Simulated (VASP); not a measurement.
# PbF2 (Fluorocronite) (Fm-3m) in VASP: notebook

PbF2 (Fluorocronite) is run at these levels: LDA; tasks: single point.

Program: VASP 6.6.1. These are calculated values, not measurements. Logs are shortened: lines on timing, memory, paths and dates and some standing lists are left out, and cuts for length are marked.

## (1) The cell of the first run

Symmetry: Fm-3m, No. 225, cubic system. The conventional cell has a = 5.967 Å, b = 5.967 Å, c = 5.967 Å, α = 90.00°, β = 90.00°, γ = 90.00°. Pb (site symmetry m-3m) has 8 F at 2.58 Å within 3.4 Å. F (site symmetry -43m) has 4 Pb at 2.58 Å and 6 F at 2.98 Å within 3.4 Å.

## (2) Single point, LDA

The input, INCAR:

```
SYSTEM = PbF2
PREC = Accurate
ENCUT = 600
EDIFF = 1E-6
ISMEAR = -1
SIGMA = 0.05
LREAL = .False.
LASPH = .True.
NELM = 120
ALGO = Normal
ISIF = 2
LWAVE = .False.
LCHARG = .False.
GGA = CA
NBANDS = 21
GGA_COMPAT = .False.
```

The input, KPOINTS:

```
regular mesh
0
Gamma
  8 8 8
  0 0 0
```

The input, POSCAR:

```
PbF2
1.0
    0.0000000000      2.9832874594      2.9832874594
    2.9832874594      0.0000000000      2.9832874594
    2.9832874594      2.9832874594      0.0000000000
Pb F
1 2
Direct
    0.0000000000      0.0000000000      0.0000000000
    0.7500000000      0.7500000000      0.7500000000
    0.2500000000      0.2500000000      0.2500000000
```

Potentials or basis: VASP PAW LDA potentials, release 64 (Pb_d, F).

Started as:

```bash
cat potpaw_LDA.64/Pb_d/POTCAR potpaw_LDA.64/F/POTCAR > POTCAR
mpirun -np 1 vasp_std > vasp.out
```

OUTCAR:

```text
SYSTEM = PbF2
   PREC = Accurate
   ENCUT = 600
   EDIFF = 1E-6
   ISMEAR = -1
   LREAL = .False.
   LASPH = .True.
   NELM = 120
   ISIF = 2
   GGA = CA

 ion  position               nearest neighbor table
   1  0.000  0.000  0.000-   2 2.58   2 2.58   3 2.58   3 2.58   2 2.58   2 2.58   3 2.58   3 2.58

   2  0.750  0.750  0.750-   1 2.58   1 2.58   1 2.58   1 2.58
   3  0.250  0.250  0.250-   1 2.58   1 2.58   1 2.58   1 2.58

  LATTYP: Found a face centered cubic cell.
 ALAT       =     5.9665749188

  Lattice vectors:

 A1 = (   0.0000000000,   2.9832874594,   2.9832874594)
 A2 = (   2.9832874594,   0.0000000000,   2.9832874594)
 A3 = (   2.9832874594,   2.9832874594,   0.0000000000)

Analysis of symmetry for initial positions (statically):
=====================================================================
 Subroutine PRICEL returns:
 Original cell was already a primitive cell.

 Routine SETGRP: Setting up the symmetry group for a
 face centered cubic supercell.

 Subroutine GETGRP returns: Found 48 space group operations
 (whereof 48 operations were pure point group operations)
 out of a pool of 48 trial point group operations.

The static configuration has the point symmetry O_h .

Analysis of symmetry for dynamics (positions and initial velocities):
=====================================================================
 Subroutine PRICEL returns:
 Original cell was already a primitive cell.

 Routine SETGRP: Setting up the symmetry group for a
 face centered cubic supercell.

 Subroutine GETGRP returns: Found 48 space group operations
 (whereof 48 operations were pure point group operations)
 out of a pool of 48 trial point group operations.

The dynamic configuration has the point symmetry O_h .

 Subroutine INISYM returns: Found 48 space group operations
 (whereof 48 operations are pure point group operations),
 and found     1 'primitive' translations

----------------------------------------------------------------------------------------

                                     Primitive cell

  volume of cell :      53.1025

  direct lattice vectors                    reciprocal lattice vectors
     0.000000000  2.983287459  2.983287459    -0.167600343  0.167600343  0.167600343
     2.983287459  0.000000000  2.983287459     0.167600343 -0.167600343  0.167600343
     2.983287459  2.983287459  0.000000000     0.167600343  0.167600343 -0.167600343

  length of vectors
     4.219005586  4.219005586  4.219005586     0.290292309  0.290292309  0.290292309

  position of ions in fractional coordinates (direct lattice)
     0.000000000  0.000000000  0.000000000
     0.750000000  0.750000000  0.750000000
     0.250000000  0.250000000  0.250000000

  ion indices of the primitive-cell ions
   primitive index   ion index
                 1           1
                 2           2
                 3           3

----------------------------------------------------------------------------------------

 KPOINTS: regular mesh

Automatic generation of k-mesh.
 Grid dimensions read from file:
 generate k-points for:    8    8    8

 Generating k-lattice:

  Cartesian coordinates                     Fractional coordinates (reciprocal lattice)
    -0.020950043  0.020950043  0.020950043     0.125000000  0.000000000  0.000000000
     0.020950043 -0.020950043  0.020950043     0.000000000  0.125000000  0.000000000
     0.020950043  0.020950043 -0.020950043     0.000000000  0.000000000  0.125000000

  Length of vectors
     0.036286539  0.036286539  0.036286539

  Shift w.r.t. Gamma in fractional coordinates (k-lattice)
     0.000000000  0.000000000  0.000000000

 Subroutine IBZKPT returns following result:
 ===========================================

 Found     29 irreducible k-points:

 Following reciprocal coordinates:
            Coordinates               Weight
  0.000000  0.000000  0.000000      1.000000
  0.125000  0.000000  0.000000      8.000000
  0.250000  0.000000  0.000000      8.000000
  0.375000  0.000000  0.000000      8.000000
  0.500000  0.000000  0.000000      4.000000
  0.125000  0.125000  0.000000      6.000000
[... 16 lines left out ...]
  0.500000  0.250000  0.125000     48.000000
 -0.375000  0.250000  0.125000     24.000000
 [... further k-points ...]
   k-points           NKPTS =     29   k-points in BZ     NKDIM =     29   number of bands    NBANDS=     21
   number of dos      NEDOS =    301   number of ions     NIONS =      3
   total plane-waves  NPLWV =  46656
   dimension x,y,z NGX =    36 NGY =   36 NGZ =   36
   dimension x,y,z NGXF=    72 NGYF=   72 NGZF=   72
   ions per type =               1   2
   NGX,Y,Z   is equivalent  to a cutoff of  14.19, 14.19, 14.19 a.u.
   NGXF,Y,Z  is equivalent  to a cutoff of  28.37, 28.37, 28.37 a.u.
 SYSTEM =  PbF2
   PREC   = accura    normal or accurate (medium, high low for compatibility)
   ISTART =      0    job   : 0-new  1-cont  2-samecut
   ICHARG =      2    charge: 1-file 2-atom 10-const
   ISPIN  =      1    spin polarized calculation?
   LNONCOLLINEAR =      F non collinear calculations
   LSORBIT =      F    spin-orbit coupling
   LASPH  =      T    aspherical Exc in radial PAW
   ENCUT  =  600.0 eV  44.10 Ry    6.64 a.u.   8.43  8.43  8.43*2*pi/ulx,y,z
   NELM   =    120;   NELMIN=  2; NELMDL= -5     # of ELM steps
   EDIFF  = 0.1E-05   stopping-criterion for ELM
   LREAL  =      F    real-space projection
[... 7 lines left out ...]
   TEBEG  =    0.0;   TEEND  =   0.0 temperature during run
   PSTRESS=    0.0 pullay stress
   NELECT =      28.0000    total number of electrons
   NUPDOWN=      -1.0000    fix difference up-down
   EMIN   =  10.00;   EMAX   =-10.00  energy-range for DOS
   EFERMI =   0.00;   METHOD = LEGACY
   ISMEAR =    -1;   SIGMA  =   0.05  broadening in eV -4-tet -1-fermi 0-gaus
   EFERMI_NEDOS =   21; number of points for ismear=-14 and -15
   IALGO  =     38    algorithm
   IMIX   =      4    mixing-type and parameters
     AMIX     =   0.40;   BMIX     =  1.00
     AMIX_MAG =   1.60;   BMIX_MAG =  1.00
  volume/ion in A,a.u.               =      17.70       119.45
  Fermi-wavevector in a.u.,A,eV,Ry     =   1.322581  2.499316 23.799604  1.749222
  Thomas-Fermi vector in A             =   2.452252
   LORBIT       =      0    0 simple, 1 ext, 2 COOP (PROOUT), +10 PAW based schemes
   GGA     = CA    functional components
   LHFCALC =     F    Hartree Fock is set to
   AEXX    =    0.0000 exact exchange contribution
   IVDW    =     0    specifies the selected vdW correction
   LEPSILON=     F    determine dielectric tensor
   LRPA    =     F    only Hartree local field effects (RPA)
 non-spin polarized calculation
  energy-cutoff  :      600.00
  volume of cell :       53.10
 maximum number of plane-waves:      1807
 NGX is ok and might be reduce to    36
   NGX = 17   NGY = 17   NGZ = 17

 number of electron      28.0000003 magnetization

 Free energy of the ion-electron system (eV)
  ---------------------------------------------------
  ext. energy  EPLUGINS =         0.00000000
  ---------------------------------------------------
  free energy    TOTEN  =       -15.88718871 eV

  energy without entropy =      -15.88718871  energy(sigma->0) =      -15.88718871

 E-fermi :   2.4164     XC(G=0):  -9.9665

 val. band max:        1.2608772374   @ k =  -0.2500   0.5000   0.2500
 cond. band min:       5.4852747451   @ k =   0.5000   0.5000   0.0000
 fundamental gap:      4.2243975077
 Fermi energy:         2.4164084875

 k-point     1 :       0.0000    0.0000    0.0000
  band No.  band energies     occupation
      1     -19.2846      2.00000
      2     -18.6501      2.00000
      3     -13.0517      2.00000
      4     -13.0517      2.00000
      5     -13.0517      2.00000
      6     -12.9879      2.00000
[... 13 lines left out ...]
     20      16.0510      0.00000
     21      18.3250      0.00000

 k-point     2 :       0.1250    0.0000    0.0000
  band No.  band energies     occupation
      1     -19.2538      2.00000
      2     -18.6783      2.00000
      3     -13.0456      2.00000
      4     -13.0456      2.00000
      5     -13.0195      2.00000
      6     -12.9878      2.00000
[... 13 lines left out ...]
     20      15.6241      0.00000
     21      17.7613      0.00000

 k-point     3 :       0.2500    0.0000    0.0000
  band No.  band energies     occupation
      1     -19.1729      2.00000
      2     -18.7512      2.00000
      3     -13.0352      2.00000
      4     -13.0352      2.00000
      5     -12.9833      2.00000
      6     -12.9833      2.00000
[... 13 lines left out ...]
     20      15.0531      0.00000
     21      16.5478      0.00000

 k-point     4 :       0.3750    0.0000    0.0000
  band No.  band energies     occupation
      1     -19.0694      2.00000
      2     -18.8438      2.00000
      3     -13.0321      2.00000
      4     -13.0321      2.00000
      5     -12.9713      2.00000
      6     -12.9713      2.00000
[... 13 lines left out ...]
     20      14.7303      0.00000
     21      15.5327      0.00000

 k-point     5 :       0.5000    0.0000    0.0000
  band No.  band energies     occupation
      1     -18.9925      2.00000
      2     -18.9154      2.00000
      3     -13.0325      2.00000
      4     -13.0325      2.00000
      5     -12.9646      2.00000
      6     -12.9646      2.00000
[... 13 lines left out ...]
     20      14.6384      0.00000
     21      15.1401      0.00000
[... 382 lines left out ...]
     20      17.6269      0.00000
     21      18.1898      0.00000

 k-point    22 :       0.3750    0.2500    0.1250
  band No.  band energies     occupation
      1     -19.1157      2.00000
      2     -18.7993      2.00000
      3     -13.0135      2.00000
      4     -13.0121      2.00000
      5     -12.9946      2.00000
      6     -12.9682      2.00000
[... 13 lines left out ...]
     20      16.1680      0.00000
     21      17.0391      0.00000

 k-point    23 :       0.5000    0.2500    0.1250
  band No.  band energies     occupation
      1     -19.0332      2.00000
      2     -18.8706      2.00000
      3     -13.0097      2.00000
      4     -13.0060      2.00000
      5     -12.9800      2.00000
      6     -12.9494      2.00000
[... 13 lines left out ...]
     20      16.7419      0.00000
     21      17.2872      0.00000

 k-point    24 :      -0.3750    0.2500    0.1250
  band No.  band energies     occupation
      1     -18.9686      2.00000
      2     -18.9300      2.00000
      3     -13.0094      2.00000
      4     -13.0064      2.00000
      5     -12.9690      2.00000
      6     -12.9413      2.00000
[... 13 lines left out ...]
     20      16.9611      0.00000
     21      17.3967      0.00000

 [... further k-points ...]
[... 5 lines left out ...]
  --------------------------------------------------------------------------------------
  -------------------------------------------------------------------------------------
  Total       -1.9311475     -1.9311475     -1.9311475      0.0000000      0.0000000     -0.0000000
  in kB      -58.2653992    -58.2653992    -58.2653992      0.0000000      0.0000000     -0.0000000
  external PRESSURE =     -58.2653992 kB  Pullay stress =       0.0000000 kB

 VOLUME and BASIS-vectors are now :
 -----------------------------------------------------------------------------
  energy-cutoff  :      600.00
  volume of cell :       53.10
      direct lattice vectors                 reciprocal lattice vectors
     0.000000000  2.983287459  2.983287459    -0.167600343  0.167600343  0.167600343
     2.983287459  0.000000000  2.983287459     0.167600343 -0.167600343  0.167600343
     2.983287459  2.983287459  0.000000000     0.167600343  0.167600343 -0.167600343

 POSITION                                       TOTAL-FORCE (eV/Angst)
 -----------------------------------------------------------------------------------
      0.00000      0.00000      0.00000        -0.000000     -0.000000      0.000000
      4.47493      4.47493      4.47493        -0.000000      0.000000      0.000000
      1.49164      1.49164      1.49164         0.000000     -0.000000     -0.000000
 -----------------------------------------------------------------------------------
    total drift:                                0.000000      0.000000      0.000000

  FREE ENERGIE OF THE ION-ELECTRON SYSTEM (eV)
  ---------------------------------------------------
  free  energy   TOTEN  =       -15.8871887136 eV

  energy  without entropy=      -15.8871887136  energy(sigma->0) =      -15.88718871
```

Wall time 52 s (1 thread of Intel Xeon 8259CL, shared host); peak memory 0.19 GiB.

Results:

```yaml
Free_energy: -15.8872 eV
Pressure: -5.8 GPa
Band_gap_on_the_k_mesh: 4.22 eV, indirect (least direct gap 4.38 eV)
```

Levels at points of the mesh, in eV from the valence-band top:
| k point | band 12 | band 13 | band 14 | band 15 | band 16 | band 17 |
| --- | --- | --- | --- | --- | --- | --- |
| (0.00, 0.00, 0.00) | -1.88 | -1.88 | -1.88 | 6.55 | 6.55 | 6.55 |
| (0.50, 0.00, 0.00) | -2.05 | -2.05 | -0.01 | 4.83 | 7.44 | 7.44 |
| (0.50, 0.50, 0.00) | -1.46 | -1.45 | -0.15 | 4.22 | 7.67 | 7.67 |

Caveat: spin-orbit coupling is left out, which moves the levels of the heavy elements. A k mesh can miss the band edges.

## (3) Single point, LDA (volume scaled by 1.04)

The input, INCAR:

```
SYSTEM = PbF2
PREC = Accurate
ENCUT = 600
EDIFF = 1E-6
ISMEAR = -1
SIGMA = 0.05
LREAL = .FALSE.
LASPH = .TRUE.
NELM = 120
ALGO = Normal
ISIF = 2
LWAVE = .FALSE.
LCHARG = .TRUE.
LELF = .TRUE.
LVHAR = .TRUE.
NBANDS = 21
GGA_COMPAT = .FALSE.
```

The input, KPOINTS:

```
Automatic mesh
0
G
  8 8 8
  0 0 0
```

The input, POSCAR:

```
PbF2
1.0
    0.0000000000      3.0026599987      3.0026599987
    3.0026599987      0.0000000000      3.0026599987
    3.0026599987      3.0026599987      0.0000000000
Pb F
1 2
Direct
    0.0000000000      0.0000000000      0.0000000000
    0.7500000000      0.7500000000      0.7500000000
    0.2500000000      0.2500000000      0.2500000000
```

Potentials or basis: VASP PAW LDA potentials, release 64 (Pb_d, F).

Started as:

```bash
cat potpaw_LDA.64/Pb_d/POTCAR potpaw_LDA.64/F/POTCAR > POTCAR
mpirun -np 1 vasp_std > vasp.out
```

OUTCAR:

```text
SYSTEM = PbF2
   PREC = Accurate
   ENCUT = 600
   EDIFF = 1E-6
   ISMEAR = -1
   LREAL = .FALSE.
   LASPH = .TRUE.
   NELM = 120
   ISIF = 2

 ion  position               nearest neighbor table
   1  0.000  0.000  0.000-   2 2.60   2 2.60   2 2.60   3 2.60   3 2.60   3 2.60   3 2.60   2 2.60

   2  0.750  0.750  0.750-   1 2.60   1 2.60   1 2.60   1 2.60
   3  0.250  0.250  0.250-   1 2.60   1 2.60   1 2.60   1 2.60

  LATTYP: Found a face centered cubic cell.
 ALAT       =     6.0053199974

  Lattice vectors:

 A1 = (   0.0000000000,   3.0026599987,   3.0026599987)
 A2 = (   3.0026599987,   0.0000000000,   3.0026599987)
 A3 = (   3.0026599987,   3.0026599987,   0.0000000000)

Analysis of symmetry for initial positions (statically):
=====================================================================
 Subroutine PRICEL returns:
 Original cell was already a primitive cell.

 Routine SETGRP: Setting up the symmetry group for a
 face centered cubic supercell.

 Subroutine GETGRP returns: Found 48 space group operations
 (whereof 48 operations were pure point group operations)
 out of a pool of 48 trial point group operations.
[... 159 lines left out ...]
  ext. energy  EPLUGINS =         0.00000000
  ---------------------------------------------------
  free energy    TOTEN  =       -15.84785713 eV

  energy without entropy =      -15.84785713  energy(sigma->0) =      -15.84785713

 E-fermi :   2.1750     XC(G=0):  -9.8708

 val. band max:        1.0308329521   @ k =   0.5000   0.0000   0.0000
 cond. band min:       5.2550103813   @ k =   0.5000   0.5000   0.0000
 fundamental gap:      4.2241774292
 Fermi energy:         2.1750127442

 k-point     1 :       0.0000    0.0000    0.0000
  band No.  band energies     occupation
      1     -19.3628      2.00000
      2     -18.7625      2.00000
      3     -13.2642      2.00000
      4     -13.2642      2.00000
      5     -13.2642      2.00000
      6     -13.2084      2.00000
[... 565 lines left out ...]
     20      16.6011      0.00000
     21      17.0786      0.00000

 [... further k-points ...]
[... 5 lines left out ...]
  --------------------------------------------------------------------------------------
  -------------------------------------------------------------------------------------
  Total       -2.3372509     -2.3372509     -2.3372509      0.0000000      0.0000000     -0.0000000
  in kB      -69.1619856    -69.1619856    -69.1619856      0.0000000      0.0000000     -0.0000000
  external PRESSURE =     -69.1619856 kB  Pullay stress =       0.0000000 kB

 VOLUME and BASIS-vectors are now :
 -----------------------------------------------------------------------------
  energy-cutoff  :      600.00
  volume of cell :       54.14
      direct lattice vectors                 reciprocal lattice vectors
     0.000000000  3.002659999  3.002659999    -0.166519020  0.166519020  0.166519020
     3.002659999  0.000000000  3.002659999     0.166519020 -0.166519020  0.166519020
     3.002659999  3.002659999  0.000000000     0.166519020  0.166519020 -0.166519020

 POSITION                                       TOTAL-FORCE (eV/Angst)
 -----------------------------------------------------------------------------------
      0.00000      0.00000      0.00000         0.000000     -0.000000      0.000000
      4.50399      4.50399      4.50399        -0.000000     -0.000000     -0.000000
      1.50133      1.50133      1.50133         0.000000      0.000000      0.000000
 -----------------------------------------------------------------------------------
    total drift:                                0.000000      0.000000      0.000000

  FREE ENERGIE OF THE ION-ELECTRON SYSTEM (eV)
  ---------------------------------------------------
  free  energy   TOTEN  =       -15.8478571346 eV

  energy  without entropy=      -15.8478571346  energy(sigma->0) =      -15.84785713
```

OSZICAR:

```text
N       E                     dE             d eps       ncg     rms          rms(c)
DAV:   1     0.318396413169E+03    0.31840E+03   -0.15788E+04  1218   0.168E+03
DAV:   2     0.128490297136E+02   -0.30555E+03   -0.28737E+03  1323   0.455E+02
DAV:   3    -0.168237225589E+02   -0.29673E+02   -0.29276E+02  1438   0.147E+02
DAV:   4    -0.177121823458E+02   -0.88846E+00   -0.88786E+00  1401   0.264E+01
DAV:   5    -0.177428771327E+02   -0.30695E-01   -0.30693E-01  1584   0.520E+00    0.758E+00
DAV:   6    -0.159338048850E+02    0.18091E+01   -0.84907E+00  1649   0.225E+01    0.282E+00
DAV:   7    -0.158858643304E+02    0.47941E-01   -0.47348E-01  1278   0.420E+00    0.151E+00
DAV:   8    -0.158505457918E+02    0.35319E-01   -0.11782E-01  1466   0.334E+00    0.512E-01
DAV:   9    -0.158475818126E+02    0.29640E-02   -0.18327E-02  1438   0.928E-01    0.974E-02
DAV:  10    -0.158479180782E+02   -0.33627E-03   -0.11128E-03  1379   0.390E-01    0.398E-02
DAV:  11    -0.158478599888E+02    0.58089E-04   -0.12078E-04  1453   0.118E-01    0.164E-02
DAV:  12    -0.158478566881E+02    0.33007E-05   -0.45913E-05  1662   0.715E-02    0.604E-03
DAV:  13    -0.158478571346E+02   -0.44654E-06   -0.31179E-06  1310   0.165E-02
   1 F= -.15847857E+02 E0= -.15847857E+02  d E =-.620626E-10
```

stdout:

```text
POSCAR found type information on POSCAR PbF
 POSCAR found :  2 types and       3 ions
 scaLAPACK will be used
 LDA part: xc-table for (Slater(with rela. corr.)+CA(PZ))
 , standard interpolation
 POSCAR, INCAR and KPOINTS ok, starting setup
 FFT: planning ... GRIDC
 FFT: planning ... GRID_SOFT
 FFT: planning ... GRID
 WAVECAR not read
 entering main loop
```

Run time: 53 s. Hardware: 1 thread of Intel Xeon 8259CL, shared host; peak memory 0.19 GiB.

Results:

```
Free energy            : -15.8479 eV
Pressure               : -6.9 GPa
Band gap on the k mesh : 4.22 eV, indirect (least direct gap 4.38 eV)
```

Caveat: spin-orbit coupling is left out, which moves the levels of the heavy elements.
